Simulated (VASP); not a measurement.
# Zn (Fd-3m) in VASP: notebook

The runs below take Zn through single point, with LDA.

All numbers are computed with VASP 6.6.1; they aren't measurements. Logs are shortened: lines on timing, memory, paths and dates and some standing lists are left out, and cuts for length are marked.

### 1 The cell of the first run

The structure is cubic, space group Fd-3m (No. 227). The conventional cell has a = 4.674 Å, b = 4.674 Å, c = 4.674 Å, α = 90.00°, β = 90.00°, γ = 90.00°. Within 2.7 Å of Zn (site symmetry -43m) lie 4 Zn at 2.02 Å.

### 2 Single point, LDA

INCAR

```
PREC = Accurate
ENCUT = 520
EDIFF = 1E-6
ISMEAR = -1
SIGMA = 0.08
LREAL = False
LASPH = True
NELM = 80
ALGO = Normal
ISIF = 2
LWAVE = False
LCHARG = False
GGA = CA
NBANDS = 19
```

KPOINTS

```
Automatic mesh
0
Gamma
  14 14 14
```

POSCAR

```
Zn
1.0
    0.0000000000      2.3369172571      2.3369172571
    2.3369172571      0.0000000000      2.3369172571
    2.3369172571      2.3369172571      0.0000000000
Zn
2
Direct
   -0.1250000000     -0.1250000000     -0.1250000000
    0.1250000000      0.1250000000      0.1250000000
```

Potentials or basis: VASP PAW LDA potentials, release 64 (Zn).

The run is started by

```sh
$ cat potpaw_LDA.64/Zn/POTCAR > POTCAR
$ mpirun -np 1 vasp_std > vasp.out
```

OUTCAR:

```text
PREC = Accurate
   ENCUT = 520
   EDIFF = 1E-6
   ISMEAR = -1
   LREAL = False
   LASPH = True
   NELM = 80
   ISIF = 2
   GGA = CA

 ion  position               nearest neighbor table
   1  0.875  0.875  0.875-   2 2.02   2 2.02   2 2.02   2 2.02
   2  0.125  0.125  0.125-   1 2.02   1 2.02   1 2.02   1 2.02

  LATTYP: Found a face centered cubic cell.
 ALAT       =     4.6738345142

  Lattice vectors:

 A1 = (   0.0000000000,   2.3369172571,   2.3369172571)
 A2 = (   2.3369172571,   0.0000000000,   2.3369172571)
 A3 = (   2.3369172571,   2.3369172571,   0.0000000000)

Analysis of symmetry for initial positions (statically):
=====================================================================
 Subroutine PRICEL returns:
 Original cell was already a primitive cell.

 Routine SETGRP: Setting up the symmetry group for a
 face centered cubic supercell.

 Subroutine GETGRP returns: Found 48 space group operations
 (whereof 12 operations were pure point group operations)
 out of a pool of 48 trial point group operations.

The static configuration has the point symmetry D_3d.
 The point group associated with its full space group is O_h .

Analysis of symmetry for dynamics (positions and initial velocities):
=====================================================================
 Subroutine PRICEL returns:
 Original cell was already a primitive cell.

 Routine SETGRP: Setting up the symmetry group for a
 face centered cubic supercell.

 Subroutine GETGRP returns: Found 48 space group operations
 (whereof 12 operations were pure point group operations)
 out of a pool of 48 trial point group operations.

The dynamic configuration has the point symmetry D_3d.
 The point group associated with its full space group is O_h .

 Subroutine INISYM returns: Found 48 space group operations
 (whereof 12 operations are pure point group operations),
 and found     1 'primitive' translations

----------------------------------------------------------------------------------------

                                     Primitive cell

  volume of cell :      25.5247

  direct lattice vectors                    reciprocal lattice vectors
     0.000000000  2.336917257  2.336917257    -0.213957083  0.213957083  0.213957083
     2.336917257  0.000000000  2.336917257     0.213957083 -0.213957083  0.213957083
     2.336917257  2.336917257  0.000000000     0.213957083  0.213957083 -0.213957083

  length of vectors
     3.304900079  3.304900079  3.304900079     0.370584539  0.370584539  0.370584539

  position of ions in fractional coordinates (direct lattice)
     0.875000000  0.875000000  0.875000000
     0.125000000  0.125000000  0.125000000

  ion indices of the primitive-cell ions
   primitive index   ion index
                 1           1
                 2           2

----------------------------------------------------------------------------------------

 KPOINTS: Automatic mesh

Automatic generation of k-mesh.
 Grid dimensions read from file:
 generate k-points for:   14   14   14

 Generating k-lattice:

  Cartesian coordinates                     Fractional coordinates (reciprocal lattice)
    -0.015282649  0.015282649  0.015282649     0.071428571  0.000000000  0.000000000
     0.015282649 -0.015282649  0.015282649     0.000000000  0.071428571  0.000000000
     0.015282649  0.015282649 -0.015282649     0.000000000  0.000000000  0.071428571

  Length of vectors
     0.026470324  0.026470324  0.026470324

  Shift w.r.t. Gamma in fractional coordinates (k-lattice)
     0.000000000  0.000000000  0.000000000

 Subroutine IBZKPT returns following result:
 ===========================================

 Found    104 irreducible k-points:

 Following reciprocal coordinates:
            Coordinates               Weight
  0.000000  0.000000  0.000000      1.000000
  0.071429  0.000000  0.000000      8.000000
  0.142857  0.000000  0.000000      8.000000
  0.214286  0.000000  0.000000      8.000000
  0.285714  0.000000  0.000000      8.000000
  0.357143  0.000000  0.000000      8.000000
[... 16 lines left out ...]
  0.214286  0.142857  0.000000     24.000000
  0.285714  0.142857  0.000000     24.000000
 [... further k-points ...]
   k-points           NKPTS =    104   k-points in BZ     NKDIM =    104   number of bands    NBANDS=     19
   number of dos      NEDOS =    301   number of ions     NIONS =      2
   total plane-waves  NPLWV =  21952
   dimension x,y,z NGX =    28 NGY =   28 NGZ =   28
   dimension x,y,z NGXF=    56 NGYF=   56 NGZF=   56
   ions per type =               2
   NGX,Y,Z   is equivalent  to a cutoff of  14.08, 14.08, 14.08 a.u.
   NGXF,Y,Z  is equivalent  to a cutoff of  28.17, 28.17, 28.17 a.u.
 SYSTEM =  unknown system
   PREC   = accura    normal or accurate (medium, high low for compatibility)
   ISTART =      0    job   : 0-new  1-cont  2-samecut
   ICHARG =      2    charge: 1-file 2-atom 10-const
   ISPIN  =      1    spin polarized calculation?
   LNONCOLLINEAR =      F non collinear calculations
   LSORBIT =      F    spin-orbit coupling
   LASPH  =      T    aspherical Exc in radial PAW
   ENCUT  =  520.0 eV  38.22 Ry    6.18 a.u.   6.14  6.14  6.14*2*pi/ulx,y,z
   NELM   =     80;   NELMIN=  2; NELMDL= -5     # of ELM steps
   EDIFF  = 0.1E-05   stopping-criterion for ELM
   LREAL  =      F    real-space projection
   EDIFFG = 0.1E-04   stopping-criterion for IOM
   NSW    =      0    number of steps for IOM
   IBRION =     -1    ionic relax: 0-MD 1-quasi-New 2-CG
   NFREE  =      0    steps in history (QN), initial steepest desc. (CG)
   ISIF   =      2    stress and relaxation
   ISYM   =      2    0-nonsym 1-usesym 2-fastsym
   POTIM  = 0.5000    time-step for ionic-motion
   TEBEG  =    0.0;   TEEND  =   0.0 temperature during run
   PSTRESS=    0.0 pullay stress
   NELECT =      24.0000    total number of electrons
   NUPDOWN=      -1.0000    fix difference up-down
   EMIN   =  10.00;   EMAX   =-10.00  energy-range for DOS
   EFERMI =   0.00;   METHOD = LEGACY
   ISMEAR =    -1;   SIGMA  =   0.08  broadening in eV -4-tet -1-fermi 0-gaus
   EFERMI_NEDOS =   21; number of points for ismear=-14 and -15
   IALGO  =     38    algorithm
   IMIX   =      4    mixing-type and parameters
     AMIX     =   0.40;   BMIX     =  1.00
     AMIX_MAG =   1.60;   BMIX_MAG =  1.00
  volume/ion in A,a.u.               =      12.76        86.12
  Fermi-wavevector in a.u.,A,eV,Ry     =   1.603831  3.030801 34.997907  2.572274
  Thomas-Fermi vector in A             =   2.700432
   LORBIT       =      0    0 simple, 1 ext, 2 COOP (PROOUT), +10 PAW based schemes
   GGA     = CA    functional components
   LHFCALC =     F    Hartree Fock is set to
   AEXX    =    0.0000 exact exchange contribution
   IVDW    =     0    specifies the selected vdW correction
   LEPSILON=     F    determine dielectric tensor
   LRPA    =     F    only Hartree local field effects (RPA)
 non-spin polarized calculation
  energy-cutoff  :      520.00
  volume of cell :       25.52
 maximum number of plane-waves:       701
 NGX is ok and might be reduce to    28
   NGX = 13   NGY = 13   NGZ = 13

 number of electron      23.9999979 magnetization

 Free energy of the ion-electron system (eV)
  ---------------------------------------------------
  ext. energy  EPLUGINS =         0.00000000
  ---------------------------------------------------
  free energy    TOTEN  =         0.12508350 eV

  energy without entropy =        0.13696497  energy(sigma->0) =        0.13102424

 E-fermi :   3.9854     XC(G=0): -12.5929

 val. band max:        3.9610198984   @ k =  -0.4286   0.3571   0.1429
 cond. band min:       4.0049992968   @ k =  -0.2143   0.2143   0.0714
 fundamental gap:      0.0439793984
 Fermi energy:         3.9853719867

 k-point     1 :       0.0000    0.0000    0.0000
  band No.  band energies     occupation
      1      -7.7292      2.00000
      2      -5.8443      2.00000
      3      -5.8443      2.00000
      4      -5.8443      2.00000
      5      -5.8344      2.00000
      6      -5.8344      2.00000
[... 11 lines left out ...]
     18      17.8743      0.00000
     19      17.8816      0.00000

 k-point     2 :       0.0714    0.0000    0.0000
  band No.  band energies     occupation
      1      -7.6241      2.00000
      2      -5.9346      2.00000
      3      -5.9346      2.00000
      4      -5.8392      2.00000
      5      -5.7263      2.00000
      6      -5.7263      2.00000
[... 11 lines left out ...]
     18      17.9695      0.00000
     19      18.5809      0.00000

 k-point     3 :       0.1429    0.0000    0.0000
  band No.  band energies     occupation
      1      -7.3185      2.00000
      2      -5.9994      2.00000
      3      -5.9994      2.00000
      4      -5.8202      2.00000
      5      -5.6163      2.00000
      6      -5.6163      2.00000
[... 11 lines left out ...]
     18      17.8895      0.00000
     19      19.0286      0.00000

 k-point     4 :       0.2143    0.0000    0.0000
  band No.  band energies     occupation
      1      -6.8517      2.00000
      2      -6.0278      2.00000
      3      -6.0278      2.00000
      4      -5.7756      2.00000
      5      -5.5364      2.00000
      6      -5.5364      2.00000
[... 11 lines left out ...]
     18      17.4629      0.00000
     19      19.1216      0.00000

 k-point     5 :       0.2857    0.0000    0.0000
  band No.  band energies     occupation
      1      -6.3418      2.00000
      2      -6.0191      2.00000
      3      -6.0191      2.00000
      4      -5.6833      2.00000
      5      -5.5101      2.00000
      6      -5.5101      2.00000
[... 11 lines left out ...]
     18      16.9261      0.00000
     19      20.3192      0.00000

 k-point     6 :       0.3571    0.0000    0.0000
  band No.  band energies     occupation
      1      -5.9988      2.00000
      2      -5.9789      2.00000
      3      -5.9789      2.00000
      4      -5.5629      2.00000
      5      -5.5395      2.00000
      6      -5.5395      2.00000
[... 11 lines left out ...]
     18      16.4468      0.00000
     19      21.9847      0.00000

 k-point     7 :       0.4286    0.0000    0.0000
  band No.  band energies     occupation
      1      -5.9226      2.00000
      2      -5.9226      2.00000
      3      -5.8336      2.00000
      4      -5.5984      2.00000
      5      -5.5984      2.00000
      6      -5.5337      2.00000
[... 11 lines left out ...]
     18      16.1100      0.00000
     19      23.8309      0.00000

 k-point     8 :       0.5000    0.0000    0.0000
  band No.  band energies     occupation
      1      -5.8904      2.00000
      2      -5.8904      2.00000
      3      -5.7695      2.00000
      4      -5.6333      2.00000
      5      -5.6333      2.00000
      6      -5.5545      2.00000
[... 256 lines left out ...]
 k-point    20 :      -0.1429    0.0714    0.0000
  band No.  band energies     occupation
      1      -7.0896      2.00000
      2      -6.0850      2.00000
      3      -5.9373      2.00000
      4      -5.8234      2.00000
      5      -5.6207      2.00000
      6      -5.5046      2.00000
[... 11 lines left out ...]
     18      17.0776      0.00000
     19      18.0359      0.00000

 k-point    21 :      -0.0714    0.0714    0.0000
  band No.  band energies     occupation
      1      -7.4517      2.00000
      2      -6.0262      2.00000
      3      -5.9179      2.00000
      4      -5.8412      2.00000
      5      -5.6971      2.00000
      6      -5.6141      2.00000
[... 11 lines left out ...]
     18      17.5826      0.00000
     19      18.7230      0.00000

 k-point    22 :       0.1429    0.1429    0.0000
  band No.  band energies     occupation
      1      -7.1750      2.00000
      2      -6.1420      2.00000
      3      -5.8387      2.00000
      4      -5.8387      2.00000
      5      -5.7047      2.00000
      6      -5.4629      2.00000
[... 11 lines left out ...]
     18      18.0605      0.00000
     19      20.5562      0.00000

 k-point    23 :       0.2143    0.1429    0.0000
  band No.  band energies     occupation
      1      -6.8176      2.00000
      2      -6.1904      2.00000
      3      -5.8550      2.00000
      4      -5.8266      2.00000
      5      -5.6203      2.00000
      6      -5.3640      2.00000
[... 11 lines left out ...]
     18      18.9198      0.00000
     19      20.9010      0.00000

 k-point    24 :       0.2857    0.1429    0.0000
  band No.  band energies     occupation
      1      -6.3574      2.00000
      2      -6.2068      2.00000
      3      -5.8653      2.00000
      4      -5.7685      2.00000
      5      -5.5515      2.00000
      6      -5.2878      2.00000
[... 11 lines left out ...]
     18      18.6958      0.00000
     19      20.3139      0.00000

 [... further k-points ...]
[... 5 lines left out ...]
  --------------------------------------------------------------------------------------
  -------------------------------------------------------------------------------------
  Total       12.7619318     12.7619318     12.7619318      0.0000000     -0.0000000     -0.0000000
  in kB      801.0635992    801.0635992    801.0635992      0.0000000     -0.0000000     -0.0000000
  external PRESSURE =     801.0635992 kB  Pullay stress =       0.0000000 kB

 VOLUME and BASIS-vectors are now :
 -----------------------------------------------------------------------------
  energy-cutoff  :      520.00
  volume of cell :       25.52
      direct lattice vectors                 reciprocal lattice vectors
     0.000000000  2.336917257  2.336917257    -0.213957083  0.213957083  0.213957083
     2.336917257  0.000000000  2.336917257     0.213957083 -0.213957083  0.213957083
     2.336917257  2.336917257  0.000000000     0.213957083  0.213957083 -0.213957083

 POSITION                                       TOTAL-FORCE (eV/Angst)
 -----------------------------------------------------------------------------------
      4.08961      4.08961      4.08961         0.000000      0.000000     -0.000000
      0.58423      0.58423      0.58423        -0.000000     -0.000000      0.000000
 -----------------------------------------------------------------------------------
    total drift:                                0.000000     -0.000000     -0.000000

  FREE ENERGIE OF THE ION-ELECTRON SYSTEM (eV)
  ---------------------------------------------------
  free  energy   TOTEN  =         0.1250835042 eV

  energy  without entropy=        0.1369649745  energy(sigma->0) =        0.13102424
```

Wall time 66 s (1 thread of AMD EPYC 7R43 (Zen 3), shared host); peak memory 0.12 GiB.

What came out:

| Property | Result |
| --- | --- |
| Free energy | 0.1251 eV |
| Pressure | 80.1 GPa |
| Band gap on the k mesh | zero (band 12 reaches 13.21 eV, above the bottom of band 13 at 1.92 eV) |

### 3 Single point, LDA

INCAR, as its differences from that of step 2:

```diff
@@ -7,3 +7,3 @@
 LASPH = True
-NELM = 80
+NELM = 60
 ALGO = Normal
```

KPOINTS

```
regular mesh
0
Gamma
  14 14 14
```

POSCAR

```
Zn
1.0
    0.0000000000      2.3373290536      2.3373290536
    2.3373290536      0.0000000000      2.3373290536
    2.3373290536      2.3373290536      0.0000000000
Zn
2
Direct
   -0.1250000000     -0.1250000000     -0.1250000000
    0.1250000000      0.1250000000      0.1250000000
```

Potentials or basis: VASP PAW LDA potentials, release 64 (Zn).

The run is started by

```sh
$ cat potpaw_LDA.64/Zn/POTCAR > POTCAR
$ mpirun -np 1 vasp_std > vasp.out
```

It took 67 s on 1 thread of AMD EPYC 7R43 (Zen 3), shared host; peak memory 0.13 GiB.

It converged, with:

- Free energy: 0.1183 eV
- Pressure: 79.9 GPa
- Band gap on the k mesh: zero (band 12 reaches 13.20 eV, above the bottom of band 13 at 1.92 eV)

Levels at points of the mesh, in eV from the Fermi level:
```csv
k point,band 10,band 11,band 12,band 13,band 14,band 15
"(0.00, 0.00, 0.00)",-7.39,-7.39,9.22,9.22,9.22,10.11
"(0.50, 0.00, 0.00)",-7.49,-5.62,-5.07,5.66,5.66,10.62
"(0.50, 0.50, 0.00)",-7.36,-3.72,-3.72,1.19,1.19,6.67
```
